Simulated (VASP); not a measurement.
Zr:

```
Zr
1.0
     3.23200    0.00000    0.00000
    -1.61600    2.79899    0.00000
     0.00000    0.00000    5.14700
Zr
2
Cartesian
  1.6160 0.9330 3.8603
  0.0000 1.8660 1.2868
```

Program: VASP 6.6.1. Alike in all runs: task single point; potentials or basis VASP PAW PBE potentials, release 64 (Zr_sv); cell as given; cutoff (eV) 520. Hardware: 1 thread of Intel(R) Xeon(R) 6975P-C (Granite Rapids), with other jobs on the host.

Problem. Order these runs on this cell by their wall time, lowest first.
A. level PBE; spin off; k mesh 9 × 9 × 5; smearing gaussian 0.022 eV
B. level PBEsol; spin non-collinear, zero start, SOC; k mesh 9 × 9 × 5; smearing fermi-dirac 0.05 eV
C. level r2SCAN; spin non-collinear, zero start, SOC; k mesh 7 × 7 × 4; smearing fermi-dirac 0.05 eV

Solution. A (8.7 s), B (46 s), C (170 s).
